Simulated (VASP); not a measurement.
A run of VASP 6.6.1:

The input POSCAR:

```
ZnO
1.0
    3.2353408614      0.0000000000      0.0000000000
   -1.6176704307      2.8018873759      0.0000000000
    0.0000000000      0.0000000000      5.2109518227
Zn O
2 2
Direct
    0.3333333333      0.6666666667     -0.0023477534
    0.6666666667      0.3333333333      0.4976522466
    0.3333333333      0.6666666667      0.3773477534
    0.6666666667      0.3333333333      0.8773477534
```

INCAR.step1

```
SYSTEM = ZnO
PREC = Accurate
ENCUT = 520
ISMEAR = 0
SIGMA = 0.01
LREAL = .False.
LASPH = .True.
NELM = 100
NBANDS = 26
GGA = PE
ALGO = Normal
EDIFF = 1E-4
LWAVE = .True.
LCHARG = .False.
```

File INCAR.step2:

```
SYSTEM = ZnO
PREC = Accurate
ENCUT = 520
EDIFF = 1E-7
ISMEAR = 0
SIGMA = 0.01
LREAL = .False.
LASPH = .True.
NELM = 100
ALGO = Normal
ISIF = 2
LWAVE = .False.
LCHARG = .False.
METAGGA = R2SCAN
LMIXTAU = .True.
NBANDS = 26
ISTART = 1
```

The input KPOINTS:

```
Automatic mesh
0
Gamma
  12 12 6
  0 0 0
```

Potentials or basis: VASP PAW PBE potentials, release 64 (Zn, O).

Run with:

```console
$ cat potpaw_PBE.64/Zn/POTCAR potpaw_PBE.64/O/POTCAR > POTCAR
$ cp INCAR.step1 INCAR
$ mpirun -np 1 vasp_std > vasp.out
$ cp INCAR.step2 INCAR
$ mpirun -np 1 vasp_std > vasp.out
```

Hardware: 1 thread of Intel Xeon 6975P-C, with other jobs on the host.

Question: Estimate the wall time of this run.

Answer: It took 3.3 min on 1 thread of Intel Xeon 6975P-C, on a shared host, peak memory 0.22 GiB. Counts: k points 76.
